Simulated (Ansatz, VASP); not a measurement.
# Two plane-wave programs on Pd

```
CELL_PARAMETERS angstrom
0.00000 1.94650 1.94650
1.94650 0.00000 1.94650
1.94650 1.94650 0.00000
ATOMIC_POSITIONS crystal
Pd 0.00000 0.00000 0.00000
```

Alike in both runs: task relaxation of cell and atoms; functional BLYP; dispersion D4; k mesh 12 × 12 × 12; occupations fermi-dirac, width 0.05 eV; no spin polarisation.

```csv
,VASP,Ansatz
version,VASP 6.6.1,Ansatz 0.2.0
potentials or method,"VASP PAW PBE potentials, release 64 (Pd)",Ansatz PAW
plane-wave cutoff (eV),600,420
valence electrons in the cell,10,18
```

|  | VASP | Ansatz | Ansatz less VASP |
| --- | --- | --- | --- |
| relaxed volume (Å³/atom) | 15.41 | 15.38 | -0.029 |
| relaxed cell length with the largest relative difference (Å) | 2.793 | 2.792 | -0.0017 |

VASP's potentials were made for PBE, not for BLYP. VASP's potentials hold 10 valence electrons a cell and Ansatz's 18, so a difference there can come from the potentials and not from the codes.

Noted on Ansatz's run: the plane-wave basis is chosen anew once the cell has moved, so the energies of steps on either side of that aren't comparable.
